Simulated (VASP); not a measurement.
# AlCo (Pm-3m) in VASP: single point with PBE

Aim: the single point of AlCo with PBE.

All numbers are computed with VASP 6.6.1; they aren't measurements. Logs are shortened: lines on timing, memory, paths and dates and some standing lists are left out, and cuts for length are marked.

## 1. The cell of the first run

The structure is cubic, space group Pm-3m (No. 221). Conventional cell: a = 2.852 Å, b = 2.852 Å, c = 2.852 Å, α = 90.00°, β = 90.00°, γ = 90.00°. Al (site symmetry m-3m) has 8 Co at 2.47 Å and 6 Al at 2.85 Å within 3.3 Å. Co (site symmetry m-3m) has 8 Al at 2.47 Å and 6 Co at 2.85 Å within 3.3 Å.

## 2. Single point, PBE

File INCAR:

```
PREC = Accurate ; ENCUT = 520
EDIFF = 1E-6 ; ISMEAR = 0
SIGMA = 0.1 ; LREAL = F
LASPH = T ; NELM = 60
ALGO = Normal ; ISIF = 2
LWAVE = F ; LCHARG = T
GGA = PE ; LELF = T
LVHAR = T ; NBANDS = 13
```

File KPOINTS:

```
Automatic mesh
0
Gamma
  20 20 20
```

File POSCAR:

```
AlCo
1.0
    2.8520618926      0.0000000000      0.0000000000
    0.0000000000      2.8520618926      0.0000000000
    0.0000000000      0.0000000000      2.8520618926
Al Co
1 1
Direct
    0.5000000000      0.5000000000      0.5000000000
    0.0000000000      0.0000000000      0.0000000000
```

Potentials or basis: VASP PAW PBE potentials, release 64 (Al, Co).

Started as:

```console
$ cat potpaw_PBE.64/Al/POTCAR potpaw_PBE.64/Co/POTCAR > POTCAR
$ mpirun -np 1 vasp_std > vasp.out
```

OUTCAR:

```text
PREC = Accurate
   ENCUT = 520
   EDIFF = 1E-6
   ISMEAR = 0
   LREAL = F
   LASPH = T
   NELM = 60
   ISIF = 2
   GGA = PE

 ion  position               nearest neighbor table
   1  0.500  0.500  0.500-   2 2.47   2 2.47   2 2.47   2 2.47   2 2.47   2 2.47   2 2.47   2 2.47

   2  0.000  0.000  0.000-   1 2.47   1 2.47   1 2.47   1 2.47   1 2.47   1 2.47   1 2.47   1 2.47

  LATTYP: Found a simple cubic cell.
 ALAT       =     2.8520618926

  Lattice vectors:

 A1 = (   2.8520618926,   0.0000000000,   0.0000000000)
 A2 = (   0.0000000000,   2.8520618926,   0.0000000000)
 A3 = (   0.0000000000,   0.0000000000,   2.8520618926)

Analysis of symmetry for initial positions (statically):
=====================================================================
 Subroutine PRICEL returns:
 Original cell was already a primitive cell.

 Routine SETGRP: Setting up the symmetry group for a
 simple cubic supercell.

 Subroutine GETGRP returns: Found 48 space group operations
 (whereof 48 operations were pure point group operations)
 out of a pool of 48 trial point group operations.

The static configuration has the point symmetry O_h .

Analysis of symmetry for dynamics (positions and initial velocities):
=====================================================================
 Subroutine PRICEL returns:
 Original cell was already a primitive cell.

 Routine SETGRP: Setting up the symmetry group for a
 simple cubic supercell.

 Subroutine GETGRP returns: Found 48 space group operations
 (whereof 48 operations were pure point group operations)
 out of a pool of 48 trial point group operations.

The dynamic configuration has the point symmetry O_h .

 Subroutine INISYM returns: Found 48 space group operations
 (whereof 48 operations are pure point group operations),
 and found     1 'primitive' translations

----------------------------------------------------------------------------------------

                                     Primitive cell

  volume of cell :      23.1994

  direct lattice vectors                    reciprocal lattice vectors
     2.852061893  0.000000000  0.000000000     0.350623527  0.000000000  0.000000000
     0.000000000  2.852061893  0.000000000     0.000000000  0.350623527  0.000000000
     0.000000000  0.000000000  2.852061893     0.000000000  0.000000000  0.350623527

  length of vectors
     2.852061893  2.852061893  2.852061893     0.350623527  0.350623527  0.350623527

  position of ions in fractional coordinates (direct lattice)
     0.500000000  0.500000000  0.500000000
     0.000000000  0.000000000  0.000000000

  ion indices of the primitive-cell ions
   primitive index   ion index
                 1           1
                 2           2

----------------------------------------------------------------------------------------

 KPOINTS: Automatic mesh

Automatic generation of k-mesh.
 Grid dimensions read from file:
 generate k-points for:   20   20   20

 Generating k-lattice:

  Cartesian coordinates                     Fractional coordinates (reciprocal lattice)
     0.017531176  0.000000000  0.000000000     0.050000000  0.000000000  0.000000000
     0.000000000  0.017531176  0.000000000     0.000000000  0.050000000  0.000000000
     0.000000000  0.000000000  0.017531176     0.000000000  0.000000000  0.050000000

  Length of vectors
     0.017531176  0.017531176  0.017531176

  Shift w.r.t. Gamma in fractional coordinates (k-lattice)
     0.000000000  0.000000000  0.000000000

 Subroutine IBZKPT returns following result:
 ===========================================

 Found    286 irreducible k-points:

 Following reciprocal coordinates:
            Coordinates               Weight
  0.000000  0.000000  0.000000      1.000000
  0.050000  0.000000  0.000000      6.000000
  0.100000  0.000000  0.000000      6.000000
  0.150000  0.000000  0.000000      6.000000
  0.200000  0.000000  0.000000      6.000000
  0.250000  0.000000  0.000000      6.000000
[... 16 lines left out ...]
  0.150000  0.100000  0.000000     24.000000
  0.200000  0.100000  0.000000     24.000000
 [... further k-points ...]
   k-points           NKPTS =    286   k-points in BZ     NKDIM =    286   number of bands    NBANDS=     13
   number of dos      NEDOS =    301   number of ions     NIONS =      2
   total plane-waves  NPLWV =  13824
   dimension x,y,z NGX =    24 NGY =   24 NGZ =   24
   dimension x,y,z NGXF=    48 NGYF=   48 NGZF=   48
   ions per type =               1   1
   NGX,Y,Z   is equivalent  to a cutoff of  13.99, 13.99, 13.99 a.u.
   NGXF,Y,Z  is equivalent  to a cutoff of  27.98, 27.98, 27.98 a.u.
 SYSTEM =  unknown system
   PREC   = accura    normal or accurate (medium, high low for compatibility)
   ISTART =      0    job   : 0-new  1-cont  2-samecut
   ICHARG =      2    charge: 1-file 2-atom 10-const
   ISPIN  =      1    spin polarized calculation?
   LNONCOLLINEAR =      F non collinear calculations
   LSORBIT =      F    spin-orbit coupling
   LASPH  =      T    aspherical Exc in radial PAW
   ENCUT  =  520.0 eV  38.22 Ry    6.18 a.u.   5.30  5.30  5.30*2*pi/ulx,y,z
   NELM   =     60;   NELMIN=  2; NELMDL= -5     # of ELM steps
   EDIFF  = 0.1E-05   stopping-criterion for ELM
   LREAL  =      F    real-space projection
   EDIFFG = 0.1E-04   stopping-criterion for IOM
   NSW    =      0    number of steps for IOM
   IBRION =     -1    ionic relax: 0-MD 1-quasi-New 2-CG
   NFREE  =      0    steps in history (QN), initial steepest desc. (CG)
   ISIF   =      2    stress and relaxation
   ISYM   =      2    0-nonsym 1-usesym 2-fastsym
   POTIM  = 0.5000    time-step for ionic-motion
   TEBEG  =    0.0;   TEEND  =   0.0 temperature during run
   PSTRESS=    0.0 pullay stress
   NELECT =      12.0000    total number of electrons
   NUPDOWN=      -1.0000    fix difference up-down
   EMIN   =  10.00;   EMAX   =-10.00  energy-range for DOS
   EFERMI =   0.00;   METHOD = LEGACY
   ISMEAR =     0;   SIGMA  =   0.10  broadening in eV -4-tet -1-fermi 0-gaus
   EFERMI_NEDOS =   21; number of points for ismear=-14 and -15
   IALGO  =     38    algorithm
   IMIX   =      4    mixing-type and parameters
     AMIX     =   0.40;   BMIX     =  1.00
     AMIX_MAG =   1.60;   BMIX_MAG =  1.00
  volume/ion in A,a.u.               =      11.60        78.28
  Fermi-wavevector in a.u.,A,eV,Ry     =   1.314144  2.483372 23.496915  1.726975
  Thomas-Fermi vector in A             =   2.444417
   LORBIT       =      0    0 simple, 1 ext, 2 COOP (PROOUT), +10 PAW based schemes
   GGA     = PE    functional components
   LHFCALC =     F    Hartree Fock is set to
   AEXX    =    0.0000 exact exchange contribution
   IVDW    =     0    specifies the selected vdW correction
   LEPSILON=     F    determine dielectric tensor
   LRPA    =     F    only Hartree local field effects (RPA)
 non-spin polarized calculation
 Gauss-broadening in eV      SIGMA  =   0.10
  energy-cutoff  :      520.00
  volume of cell :       23.20
 maximum number of plane-waves:       647
 NGX is ok and might be reduce to    24
   NGX = 11   NGY = 11   NGZ = 11

 number of electron      11.9999996 magnetization

 Free energy of the ion-electron system (eV)
  ---------------------------------------------------
  ext. energy  EPLUGINS =         0.00000000
  ---------------------------------------------------
  free energy    TOTEN  =       -11.99065277 eV

  energy without entropy =      -11.98700266  energy(sigma->0) =      -11.98882771

 E-fermi :  10.5514     XC(G=0): -12.2546

 val. band max:       10.5488349837   @ k =   0.5000   0.3500   0.0500
 cond. band min:      10.5633867547   @ k =   0.5000   0.4000   0.1500
 fundamental gap:      0.0145517710
 Fermi energy:        10.5513754893

 k-point     1 :       0.0000    0.0000    0.0000
  band No.  band energies     occupation
      1      -0.5142      2.00000
      2       7.5955      2.00000
      3       7.5955      2.00000
      4       9.7041      2.00000
      5       9.7041      2.00000
      6       9.7041      2.00000
      7      16.4997      0.00000
      8      16.4997      0.00000
      9      16.4997      0.00000
     10      19.2703      0.00000
     11      19.2703      0.00000
     12      25.6563      0.00000
     13      32.1372      0.00000

 k-point     2 :       0.0500    0.0000    0.0000
  band No.  band energies     occupation
      1      -0.4668      2.00000
      2       7.5913      2.00000
      3       7.6087      2.00000
      4       9.6782      2.00000
      5       9.6782      2.00000
      6       9.7068      2.00000
      7      15.9877      0.00000
      8      16.5663      0.00000
      9      16.5663      0.00000
     10      19.2644      0.00000
     11      19.7484      0.00000
     12      25.8088      0.00000
     13      31.5154      0.00000

 k-point     3 :       0.1000    0.0000    0.0000
  band No.  band energies     occupation
      1      -0.3251      2.00000
      2       7.5723      2.00000
      3       7.6473      2.00000
      4       9.6049      2.00000
      5       9.6049      2.00000
      6       9.7146      2.00000
      7      14.9738      0.00000
      8      16.7618      0.00000
      9      16.7618      0.00000
     10      19.2465      0.00000
     11      20.6492      0.00000
     12      26.2815      0.00000
     13      30.3705      0.00000

 k-point     4 :       0.1500    0.0000    0.0000
  band No.  band energies     occupation
      1      -0.0903      2.00000
      2       7.5178      2.00000
      3       7.7083      2.00000
      4       9.4955      2.00000
      5       9.4955      2.00000
      6       9.7267      2.00000
      7      13.8919      0.00000
      8      17.0755      0.00000
      9      17.0755      0.00000
     10      19.2173      0.00000
     11      21.5286      0.00000
     12      27.0972      0.00000
     13      29.1448      0.00000

 k-point     5 :       0.2000    0.0000    0.0000
  band No.  band energies     occupation
      1       0.2357      2.00000
      2       7.3903      2.00000
      3       7.7868      2.00000
      4       9.3650      2.00000
      5       9.3650      2.00000
      6       9.7421      2.00000
      7      12.8915      0.00000
      8      17.4934      0.00000
      9      17.4934      0.00000
     10      19.1777      0.00000
     11      22.2775      0.00000
     12      27.9317      0.00000
     13      27.9426      0.00000
[... 257 lines left out ...]
 k-point    22 :       0.1000    0.1000    0.0000
  band No.  band energies     occupation
      1      -0.1373      2.00000
      2       7.6016      2.00000
      3       7.6563      2.00000
      4       9.4934      2.00000
      5       9.5930      2.00000
      6       9.6413      2.00000
      7      14.9248      0.00000
      8      15.4920      0.00000
      9      17.0198      0.00000
     10      19.9404      0.00000
     11      21.4511      0.00000
     12      26.8086      0.00000
     13      28.5684      0.00000

 k-point    23 :       0.1500    0.1000    0.0000
  band No.  band energies     occupation
      1       0.0959      2.00000
      2       7.5711      2.00000
      3       7.7047      2.00000
      4       9.3730      2.00000
      5       9.5014      2.00000
      6       9.6392      2.00000
      7      14.0305      0.00000
      8      15.5588      0.00000
      9      17.3293      0.00000
     10      20.0669      0.00000
     11      22.3223      0.00000
     12      27.3299      0.00000
     13      27.5565      0.00000

 k-point    24 :       0.2000    0.1000    0.0000
  band No.  band energies     occupation
      1       0.4195      2.00000
      2       7.4584      2.00000
      3       7.7829      2.00000
      4       9.2357      2.00000
      5       9.3757      2.00000
      6       9.6539      2.00000
      7      13.0437      0.00000
      8      15.8741      0.00000
      9      17.7421      0.00000
     10      20.1127      0.00000
     11      23.1478      0.00000
     12      26.2208      0.00000
     13      28.0453      0.00000

 [... further k-points ...]

------------------------ aborting loop because EDIFF is reached ----------------------------------------

  FORCE on cell =-STRESS in cart. coord.  units (eV):
  Direction    XX          YY          ZZ          XY          YZ          ZX
  --------------------------------------------------------------------------------------
  -------------------------------------------------------------------------------------
  Total       -0.0064734     -0.0064734     -0.0064734     -0.0000000      0.0000000     -0.0000000
  in kB       -0.4470615     -0.4470615     -0.4470615     -0.0000000      0.0000000     -0.0000000
  external PRESSURE =      -0.4470615 kB  Pullay stress =       0.0000000 kB

 VOLUME and BASIS-vectors are now :
 -----------------------------------------------------------------------------
  energy-cutoff  :      520.00
  volume of cell :       23.20
      direct lattice vectors                 reciprocal lattice vectors
     2.852061893  0.000000000  0.000000000     0.350623527  0.000000000  0.000000000
     0.000000000  2.852061893  0.000000000     0.000000000  0.350623527  0.000000000
     0.000000000  0.000000000  2.852061893     0.000000000  0.000000000  0.350623527

 POSITION                                       TOTAL-FORCE (eV/Angst)
 -----------------------------------------------------------------------------------
      1.42603      1.42603      1.42603         0.000000      0.000000      0.000000
      0.00000      0.00000      0.00000         0.000000      0.000000      0.000000
 -----------------------------------------------------------------------------------
    total drift:                               -0.000000      0.000000      0.000000

  FREE ENERGIE OF THE ION-ELECTRON SYSTEM (eV)
  ---------------------------------------------------
  free  energy   TOTEN  =       -11.9906527666 eV

  energy  without entropy=      -11.9870026578  energy(sigma->0) =      -11.98882771
```

Wall time 1.9 min (1 thread of AMD EPYC 7R13, shared host); peak memory 0.18 GiB.

What came out:

```
Free energy            : -11.9907 eV
Pressure               : 0.0 GPa
Band gap on the k mesh : zero (bands 6 and 7 overlap by 2.63 eV)
```

Levels at points of the mesh, in eV from the Fermi level:
```csv
k point,band 4,band 5,band 6,band 7,band 8,band 9
"(0.00, 0.00, 0.00)",-0.85,-0.85,-0.85,5.95,5.95,5.95
"(0.50, 0.00, 0.00)",-1.72,-1.72,-0.74,0.17,8.39,10.59
"(0.50, 0.50, 0.00)",-2.68,-1.51,-1.51,-0.25,2.41,3.43
"(0.50, 0.50, 0.50)",-0.21,-0.21,2.38,2.38,2.38,4.08
```

Caveat: the run has no spin polarisation, though such a crystal can be magnetic. Spin polarisation is off, so any magnetic state and its effect on volume and gap are missing.
